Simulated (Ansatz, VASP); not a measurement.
**EuO in VASP and in Ansatz**

```xyz
4
Lattice="-2.6007 -2.6007 5.1897 -5.1897 -2.6007 2.6007 -2.6007 -5.1897 2.6007" Properties=species:S:1:pos:R:3 pbc="T T T"
Eu    0.0000    0.0000    0.0000
Eu   -5.1956   -5.1956    5.1956
O     2.5919    2.5919    2.5860
O    -2.6037   -2.6037    7.7815
```

Alike in both runs: functional PBE; k mesh 9 × 9 × 9; occupations gaussian, width 0.02 eV; collinear spin; Hubbard terms Eu f U = 6.0 eV.

Ansatz relaxed the structure, and its values are those at the end. VASP's run is a single point on that final structure, the one shown.

|  | VASP | Ansatz |
| --- | --- | --- |
| version | VASP 6.6.1 | Ansatz 0.2.0 |
| potentials or method | VASP PAW PBE potentials, release 64 (Eu, O), cutoff 600 eV | scalar-relativistic, plane waves, PAW |
| valence electrons in the cell | 46 | 46 |

```csv
,VASP,Ansatz,Ansatz less VASP
gap on the k mesh at the Fermi level (eV),0.73,1.19,+0.460
least direct gap on the mesh (eV),0.81,1.31,+0.509
pressure (GPa),-0.3,0.0,+0.33
net moment per atom (μB),0.00,0.00,0.000
size of the moment on the site where the two differ most (μB),6.71,6.76,+0.045
```

Site moments also hang on the region over which each program counts them. The programs project onto different local orbitals, so the same U acts differently, and such runs can settle in different states.

Neither program's run includes spin-orbit coupling.
